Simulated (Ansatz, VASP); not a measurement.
Two plane-wave programs on Sn

```
Sn
1.0
     0.00000    3.14823    3.24560
     3.34297    0.00000    3.24560
     3.34297    3.14823    0.00000
Sn
2
Direct
  0.50000 0.50000 0.50000
  0.75000 0.75000 0.75000
```

Change from the starting cell: strain +0.0300 x Voigt [1, -1, 0, 0, 0, 0], atoms carried along.

Alike in both runs: task single point; functional r2SCAN; k mesh 12 × 12 × 12; occupations gaussian, width 0.1 eV; no spin polarisation.

```csv
,VASP,Ansatz
version,VASP 6.6.1,Ansatz 0.2.0
potentials or method,"VASP PAW PBE potentials, release 64 (Sn_d), cutoff 520 eV","scalar-relativistic, plane waves, PAW"
valence electrons in the cell,28,28
```

VASP gave:

```
gap on the k mesh at the Fermi level (eV)                     : 0.09
least direct gap on the mesh (eV)                             : 0.20
pressure (GPa)                                                : 1.6
traceless stress, the component that is largest in VASP (GPa) : -1.13
```

Q: What did Ansatz give for the same quantities?

A: gap on the k mesh at the Fermi level (eV): 0.09; least direct gap on the mesh (eV): 0.20; pressure (GPa): 1.6; traceless stress, the component that is largest in VASP (GPa): -1.14.

VASP's potentials were made for PBE, not for r2SCAN. With one functional, cell and mesh, what is left measures potentials, basis and numerics.
